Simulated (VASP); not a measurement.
# CuI (I-4m2) in VASP: single point with HSE06

Aim: the single point of CuI with HSE06.

Everything below comes from runs of VASP 6.6.1. Logs are shortened: lines on timing, memory, paths and dates and some standing lists are left out, and cuts for length are marked.

## 1. The cell of the first run

Symmetry: I-4m2, No. 119, tetragonal system. Conventional cell: a = 4.260 Å, b = 4.260 Å, c = 6.275 Å, α = 90.00°, β = 90.00°, γ = 90.00°. Within 3.5 Å of Cu (site symmetry -4m2) lie 4 I at 2.65 Å. I (site symmetry -4m2) has 4 Cu at 2.65 Å within 3.5 Å.

## 2. Single point, HSE06 (uniaxial z strain +4.2%)

POSCAR reads:

```
CuI
1.0
    0.0000000000      3.0120291186      3.1373295300
    3.0120291186      0.0000000000      3.1373295300
    3.0120291186      3.0120291186      0.0000000000
Cu I
1 1
Direct
    0.0000000000      0.0000000000      0.0000000000
    0.2500000000      0.2500000000      0.2500000000
```

INCAR.step1 reads:

```
PREC = Accurate
ENCUT = 520
EDIFF = 1E-5
ISMEAR = 0
SIGMA = 0.01
LREAL = False
LASPH = True
NELM = 60
ALGO = Normal
ISIF = 2
LWAVE = True
LCHARG = False
GGA = PE
NBANDS = 16
KPAR = 2
```

INCAR.step2 reads:

```
PREC = Accurate
ENCUT = 520
EDIFF = 1E-6
ISMEAR = 0
SIGMA = 0.01
LREAL = False
LASPH = True
NELM = 60
ALGO = Normal
ISIF = 2
LWAVE = False
LCHARG = False
GGA = PE
LHFCALC = True
HFSCREEN = 0.2079
PRECFOCK = Normal
ISTART = 1
NBANDS = 16
KPAR = 2
```

KPOINTS reads:

```
Automatic mesh
0
Gamma
  6 6 6
```

Potentials or basis: VASP PAW PBE potentials, release 64 (Cu, I).

On the command line:

```bash
> cat potpaw_PBE.64/Cu/POTCAR potpaw_PBE.64/I/POTCAR > POTCAR
> cp INCAR.step1 INCAR
> mpirun -np 2 vasp_std > vasp.out
> cp INCAR.step2 INCAR
> mpirun -np 2 vasp_std > vasp.out
```

OUTCAR:

```text
PREC = Accurate
   ENCUT = 520
   EDIFF = 1E-6
   ISMEAR = 0
   LREAL = False
   LASPH = True
   NELM = 60
   ISIF = 2
   GGA = PE
   LHFCALC = True
   HFSCREEN = 0.2079
   PRECFOCK = Normal
   ISTART = 1

 ion  position               nearest neighbor table
   1  0.000  0.000  0.000-   2 2.65   2 2.65   2 2.65   2 2.65
   2  0.250  0.250  0.250-   1 2.65   1 2.65   1 2.65   1 2.65

  LATTYP: Found a body centered tetragonal cell.
 ALAT       =     4.2596524298
 C/A-ratio  =     1.4730448466

  Lattice vectors:

 A1 = (  -3.0120291186,   0.0000000000,   3.1373295300)
 A2 = (   3.0120291186,   0.0000000000,   3.1373295300)
 A3 = (   0.0000000000,   3.0120291186,  -3.1373295300)

Analysis of symmetry for initial positions (statically):
=====================================================================
 Subroutine PRICEL returns:
 Original cell was already a primitive cell.

 Routine SETGRP: Setting up the symmetry group for a
 body centered tetragonal supercell.

 Subroutine GETGRP returns: Found  8 space group operations
 (whereof  8 operations were pure point group operations)
 out of a pool of 16 trial point group operations.

The static configuration has the point symmetry D_2d.

Analysis of symmetry for dynamics (positions and initial velocities):
=====================================================================
 Subroutine PRICEL returns:
 Original cell was already a primitive cell.

 Routine SETGRP: Setting up the symmetry group for a
 body centered tetragonal supercell.

 Subroutine GETGRP returns: Found  8 space group operations
 (whereof  8 operations were pure point group operations)
 out of a pool of 16 trial point group operations.

The dynamic configuration has the point symmetry D_2d.

 Subroutine INISYM returns: Found  8 space group operations
 (whereof  8 operations are pure point group operations),
 and found     1 'primitive' translations

----------------------------------------------------------------------------------------

                                     Primitive cell

  volume of cell :      56.9257

  direct lattice vectors                    reciprocal lattice vectors
     0.000000000  3.012029119  3.137329530    -0.166001051  0.166001051  0.159371209
     3.012029119  0.000000000  3.137329530     0.166001051 -0.166001051  0.159371209
     3.012029119  3.012029119  0.000000000     0.166001051  0.166001051 -0.159371209

  length of vectors
     4.349155779  4.349155779  4.259652430     0.283746155  0.283746155  0.283746155

  position of ions in fractional coordinates (direct lattice)
     0.000000000  0.000000000  0.000000000
     0.250000000  0.250000000  0.250000000

  ion indices of the primitive-cell ions
   primitive index   ion index
                 1           1
                 2           2

----------------------------------------------------------------------------------------

 KPOINTS: Automatic mesh

Automatic generation of k-mesh.
 Grid dimensions read from file:
 generate k-points for:    6    6    6

 Generating k-lattice:

  Cartesian coordinates                     Fractional coordinates (reciprocal lattice)
    -0.027666842  0.027666842  0.026561868     0.166666667  0.000000000  0.000000000
     0.027666842 -0.027666842  0.026561868     0.000000000  0.166666667  0.000000000
     0.027666842  0.027666842 -0.026561868     0.000000000  0.000000000  0.166666667

  Length of vectors
     0.047291026  0.047291026  0.047291026

  Shift w.r.t. Gamma in fractional coordinates (k-lattice)
     0.000000000  0.000000000  0.000000000

 Subroutine IBZKPT returns following result:
 ===========================================

 Found     30 irreducible k-points:

 Following reciprocal coordinates:
            Coordinates               Weight
  0.000000  0.000000  0.000000      1.000000
  0.166667  0.000000  0.000000      8.000000
  0.333333 -0.000000  0.000000      8.000000
  0.500000  0.000000  0.000000      4.000000
  0.166667  0.166667  0.000000      2.000000
  0.333333  0.166667  0.000000      8.000000
[... 16 lines left out ...]
  0.333333  0.000000  0.333333      4.000000
  0.500000  0.000000  0.333333     16.000000
 [... further k-points ...]
   k-points           NKPTS =     30   k-points in BZ     NKDIM =    216   number of bands    NBANDS=     16
   number of dos      NEDOS =    301   number of ions     NIONS =      2
   total plane-waves  NPLWV =  32768
   dimension x,y,z NGX =    32 NGY =   32 NGZ =   32
   dimension x,y,z NGXF=    64 NGYF=   64 NGZF=   64
   ions per type =               1   1
   NGX,Y,Z   is equivalent  to a cutoff of  12.23, 12.23, 12.49 a.u.
   NGXF,Y,Z  is equivalent  to a cutoff of  24.46, 24.46, 24.98 a.u.
 SYSTEM =  unknown system
   PREC   = accura    normal or accurate (medium, high low for compatibility)
   ISTART =      1    job   : 0-new  1-cont  2-samecut
   ICHARG =      0    charge: 1-file 2-atom 10-const
   ISPIN  =      1    spin polarized calculation?
   LNONCOLLINEAR =      F non collinear calculations
   LSORBIT =      F    spin-orbit coupling
   LASPH  =      T    aspherical Exc in radial PAW
   ENCUT  =  520.0 eV  38.22 Ry    6.18 a.u.   8.09  8.09  7.92*2*pi/ulx,y,z
   NELM   =     60;   NELMIN=  2; NELMDL=  0     # of ELM steps
   EDIFF  = 0.1E-05   stopping-criterion for ELM
   LREAL  =      F    real-space projection
   EDIFFG = 0.1E-04   stopping-criterion for IOM
   NSW    =      0    number of steps for IOM
   IBRION =     -1    ionic relax: 0-MD 1-quasi-New 2-CG
   NFREE  =      0    steps in history (QN), initial steepest desc. (CG)
   ISIF   =      2    stress and relaxation
   ISYM   =      3    0-nonsym 1-usesym 2-fastsym
   POTIM  = 0.5000    time-step for ionic-motion
   TEBEG  =    0.0;   TEEND  =   0.0 temperature during run
   PSTRESS=    0.0 pullay stress
   NELECT =      18.0000    total number of electrons
   NUPDOWN=      -1.0000    fix difference up-down
   EMIN   =  10.00;   EMAX   =-10.00  energy-range for DOS
   EFERMI =   0.00;   METHOD = LEGACY
   ISMEAR =     0;   SIGMA  =   0.01  broadening in eV -4-tet -1-fermi 0-gaus
   EFERMI_NEDOS =   21; number of points for ismear=-14 and -15
   IALGO  =     38    algorithm
   IMIX   =      1    mixing-type and parameters
     AMIX     =   0.40;   BMIX     =  1.00
     AMIX_MAG =   1.60;   BMIX_MAG =  1.00
  volume/ion in A,a.u.               =      28.46       192.08
  Fermi-wavevector in a.u.,A,eV,Ry     =   1.115311  2.107633 16.924555  1.243920
  Thomas-Fermi vector in A             =   2.251915
   LORBIT       =      0    0 simple, 1 ext, 2 COOP (PROOUT), +10 PAW based schemes
   GGA     = PE    functional components
   LHFCALC =     T    Hartree Fock is set to
   PRECFOCK=normal    Normal, Fast or Accurate (Low or Medium for compatibility)
   ENCUT4O =  -1.0   cutoff for four orbital integrals eV
   NKREDX  =     1    reduce k-point grid by
   NKREDY  =     1    reduce k-point grid by
   NKREDZ  =     1    reduce k-point grid by
   AEXX    =    0.2500 exact exchange contribution
   HFSCREEN=    0.2079 screening length (either q_TF or 0.3 A-1)
   HFSCREENC=   0.2079 screening length for correlation (either q_TF or 0.3 A-1)
   ENCUTFOCK=  -1.0 apply spherical cutoff to Coloumb kernel
   IVDW    =     0    specifies the selected vdW correction
   LEPSILON=     F    determine dielectric tensor
   LRPA    =     F    only Hartree local field effects (RPA)
 non-spin polarized calculation
 Gauss-broadening in eV      SIGMA  =   0.01
  energy-cutoff  :      520.00
  volume of cell :       56.93
 maximum number of plane-waves:      1548
  NGX = 28; NGY = 28; NGZ = 24

 number of electron      18.0000015 magnetization

 Free energy of the ion-electron system (eV)
  ---------------------------------------------------
  ext. energy  EPLUGINS =         0.00000000
  ---------------------------------------------------
  free energy    TOTEN  =        -6.45655540 eV

  energy without entropy =       -6.45655540  energy(sigma->0) =       -6.45655540

 E-fermi :   3.3093     XC(G=0):  -7.3389

 val. band max:        3.2581116767   @ k =   0.0000   0.0000   0.0000
 cond. band min:       5.7661844546   @ k =   0.0000   0.0000   0.0000
 fundamental gap:      2.5080727779
 Fermi energy:         3.3092880394

 k-point     1 :       0.0000    0.0000    0.0000
  band No.  band energies     occupation
      1     -11.3760      2.00000
      2      -0.6531      2.00000
      3      -0.6134      2.00000
      4      -0.6134      2.00000
      5       0.8387      2.00000
      6       0.8675      2.00000
[... 8 lines left out ...]
     15      13.9560      0.00000
     16      14.6093      0.00000

 k-point     2 :       0.1667    0.0000    0.0000
  band No.  band energies     occupation
      1     -11.2438      2.00000
      2      -0.9536      2.00000
      3      -0.6204      2.00000
      4      -0.5753      2.00000
      5       0.8342      2.00000
      6       0.8566      2.00000
[... 8 lines left out ...]
     15      13.6044      0.00000
     16      14.0234      0.00000

 k-point     3 :       0.3333   -0.0000    0.0000
  band No.  band energies     occupation
      1     -10.9548      2.00000
      2      -1.7175      2.00000
      3      -0.5931      2.00000
      4      -0.5025      2.00000
      5       0.8524      2.00000
      6       0.8565      2.00000
[... 8 lines left out ...]
     15      13.9413      0.00000
     16      14.0317      0.00000

 k-point     4 :       0.5000    0.0000    0.0000
  band No.  band energies     occupation
      1     -10.7952      2.00000
      2      -2.1411      2.00000
      3      -0.5846      2.00000
      4      -0.4690      2.00000
      5       0.8725      2.00000
      6       0.8784      2.00000
[... 8 lines left out ...]
     15      15.5575      0.00000
     16      15.8262      0.00000
[... 324 lines left out ...]
 k-point    22 :      -0.3333    0.5000    0.1667
  band No.  band energies     occupation
      1     -10.6216      2.00000
      2      -1.9123      2.00000
      3      -0.8630      2.00000
      4      -0.3949      2.00000
      5       0.8033      2.00000
      6       0.8770      2.00000
[... 8 lines left out ...]
     15      16.3340      0.00000
     16      16.8129      0.00000

 k-point    23 :       0.3333    0.0000    0.3333
  band No.  band energies     occupation
      1     -10.7987      2.00000
      2      -1.7622      2.00000
      3      -0.5779      2.00000
      4      -0.5112      2.00000
      5       0.7695      2.00000
      6       0.9086      2.00000
[... 8 lines left out ...]
     15      15.2334      0.00000
     16      18.2363      0.00000

 k-point    24 :       0.5000    0.0000    0.3333
  band No.  band energies     occupation
      1     -10.6371      2.00000
      2      -1.9231      2.00000
      3      -0.7332      2.00000
      4      -0.5037      2.00000
      5       0.8159      2.00000
      6       0.9034      2.00000
[... 8 lines left out ...]
     15      15.8862      0.00000
     16      17.1493      0.00000

 [... further k-points ...]
[... 5 lines left out ...]
  --------------------------------------------------------------------------------------
  -------------------------------------------------------------------------------------
  Total       -0.0814176     -0.0814176     -0.3435356      0.0000000     -0.0000000      0.0000000
  in kB       -2.2915024     -2.2915024     -9.6688281      0.0000000     -0.0000000      0.0000000
  external PRESSURE =      -4.7506110 kB  Pullay stress =       0.0000000 kB

 VOLUME and BASIS-vectors are now :
 -----------------------------------------------------------------------------
  energy-cutoff  :      520.00
  volume of cell :       56.93
      direct lattice vectors                 reciprocal lattice vectors
     0.000000000  3.012029119  3.137329530    -0.166001051  0.166001051  0.159371209
     3.012029119  0.000000000  3.137329530     0.166001051 -0.166001051  0.159371209
     3.012029119  3.012029119  0.000000000     0.166001051  0.166001051 -0.159371209

 POSITION                                       TOTAL-FORCE (eV/Angst)
 -----------------------------------------------------------------------------------
      0.00000      0.00000      0.00000        -0.000000     -0.000000      0.000000
      1.50601      1.50601      1.56866         0.000000      0.000000     -0.000000
 -----------------------------------------------------------------------------------
    total drift:                               -0.000002     -0.000002      0.000020

  FREE ENERGIE OF THE ION-ELECTRON SYSTEM (eV)
  ---------------------------------------------------
  free  energy   TOTEN  =        -6.4565554035 eV

  energy  without entropy=       -6.4565554035  energy(sigma->0) =       -6.45655540
```

It took 71 min on 2 MPI ranks of Intel Xeon Platinum 8259CL at 2.50GHz (Skylake/Cascade Lake), shared host; peak memory 0.32 GiB.

Results:

- Free energy: -6.4566 eV
- Pressure: -0.5 GPa
- Band gap on the k mesh: 2.51 eV

Stress tensor (GPa, compression positive):
```
-0.23  0.00  0.00
 0.00 -0.23  0.00
 0.00  0.00 -0.97
```

Caveat: the cell differs from its parent crystal (uniaxial z strain +4.2%); the PAW data sets were made with another functional, which shifts forces and pressure a little; spin-orbit coupling is left out, which moves the levels of the heavy elements.
